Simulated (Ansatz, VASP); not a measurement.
# Two plane-wave programs on MoS2

```
Mo S
1.0
     3.14073    0.00000    0.00000
    -1.57036    2.71995   -0.08160
     0.00000   -0.84042   28.01391
Mo S
3 6
Direct
  0.66667 0.33333 0.00000
  0.33333 0.66667 0.77553
  0.33333 0.66667 0.22447
  0.33333 0.66667 0.05566
  0.66667 0.33333 0.83120
  0.66667 0.33333 0.28008
  0.33333 0.66667 0.94434
  0.66667 0.33333 0.71992
  0.66667 0.33333 0.16880
```

Change from the starting cell: strain -0.0600 x Voigt [0, 0, 0, 1, 0, 0], atoms carried along.

Alike in both runs: task single point; functional PBEsol; k mesh 12 × 12 × 1; occupations gaussian, width 0.05 eV; no spin polarisation.

|  | VASP | Ansatz |
| --- | --- | --- |
| version | VASP 6.6.1 | Ansatz 0.2.0 |
| potentials or method | VASP PAW PBE potentials, release 64 (Mo_sv, S), cutoff 520 eV | scalar-relativistic, plane waves, PAW |
| valence electrons in the cell | 78 | 78 |

```tsv
	VASP	Ansatz	Ansatz less VASP
gap on the k mesh at the Fermi level (eV)	1.18	1.16	-0.014
least direct gap on the mesh (eV)	1.74	1.74	-0.005
rms of the force components (eV/Å)	0.426	0.426	+0.0006
```

VASP's potentials were made for PBE, not for PBEsol. Atom by atom the forces differ by 0.001 eV/Å (rms over components).
